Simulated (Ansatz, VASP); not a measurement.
**One calculation of Sr2Ca, two programs**

```
Sr Ca
1.0
     3.97799    0.00000    0.00000
     0.00000    3.97799    0.00000
     0.00000    0.00000    9.94701
Sr Ca
2 1
Direct
  0.50000 0.50000 0.30023
  0.50000 0.50000 0.70073
  0.00000 0.00000 0.99904
```

Alike in both runs: functional PBE; k mesh 6 × 6 × 4; occupations gaussian, width 0.1 eV; no spin polarisation.

Ansatz relaxed the structure, and its values are those at the end. VASP's run is a single point on that final structure, the one shown.

|  | VASP | Ansatz |
| --- | --- | --- |
| version | VASP 6.6.1 | Ansatz 0.2.0 |
| potentials or method | VASP PAW PBE potentials, release 64 (Sr_sv, Ca_sv), cutoff 520 eV | scalar-relativistic, plane waves, PAW |
| valence electrons in the cell | 30 | 30 |

```csv
,VASP,Ansatz,Ansatz less VASP
gap on the k mesh at the Fermi level (eV),none,none,-
pressure (GPa),0.0,0.0,-0.01
rms of the force components (eV/Å),0.014,0.014,-0.0006
```

A gap of «none» marks a metal or a gap that the smearing closes. With one functional, cell and mesh, what is left measures potentials, basis and numerics.
